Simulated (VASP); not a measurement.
Write the native input for VASP 6.6.1 that does the following.

- Task: relaxation of cell and atoms
- Functional: PBE
- Potentials or basis: VASP PAW PBE potentials, release 64 (Si, F)
- Cutoff: 600 eV
- k mesh: 6 × 6 × 6
- Occupations: gaussian, width 0.1 eV
- Spin: no spin polarisation
- Dipole correction: no
- Further INCAR settings: ALGO = Normal; EDIFF = 1e-06; IBRION = 2; EDIFFG = -0.04; NSW = 90; ISIF = 3

The structure of Si2F3 lies in POSCAR:

```
Si2F3
1.0
    2.7209051000      1.5709152900      2.1809284600
   -2.7209051000      1.5709152900      2.1809284600
    0.0000000000     -3.1418305900      2.1809284600
Si F
2 3
Direct
    0.2578843500      0.2578843500      0.2578843500
    0.7421156500      0.7421156500      0.7421156500
    0.2467715700      0.7532284300      0.0000000000
    0.0000000000      0.2467715700      0.7532284300
    0.7532284300      0.0000000000      0.2467715700
```

The cell was generated, and may not be a known phase.

One way to write it, as run:

INCAR

```
ALGO = Normal
EDIFF = 1E-6
EDIFFG = -0.04
ENCUT = 600
GGA = PE
IBRION = 2
ISIF = 3
ISMEAR = 0
LASPH = T
LCHARG = F
LREAL = F
LWAVE = F
NELM = 100
NSW = 90
PREC = Accurate
SIGMA = 0.1
```

KPOINTS

```
k-points
0
Gamma
  6 6 6
```

Potentials or basis: VASP PAW PBE potentials, release 64 (Si, F).

The run is started by

```sh
$ cat potpaw_PBE.64/Si/POTCAR potpaw_PBE.64/F/POTCAR > POTCAR
$ mpirun -np 1 vasp_std > vasp.out
```

Results of the run:

```yaml
Relaxed_volume: 16.35 Å³/atom
Relaxed_cell: a = 4.412 Å, b = 4.412 Å, c = 4.412 Å, α = 99.61°, β = 99.61°, γ = 99.61°
Space_group_after_relaxing_to_0.1_Å: R32 (No. 155)
Pressure_after_relaxing: 0.0 GPa
Largest_force_after_relaxing: 0.015 eV/Å
Band_gap_on_the_k_mesh: zero (an odd number of electrons rules out a gap without spin polarisation)
```

Caveat: the volume moved by over 15 % at a fixed basis, so the end points are rough; an odd number of electrons without spin polarisation forces a metal; a magnetic or distorted state may lie lower.

Run time: 4.2 min on 1 thread of AMD EPYC 9R45 96-Core Processor (Zen 5), on a shared host, peak memory 0.16 GiB.
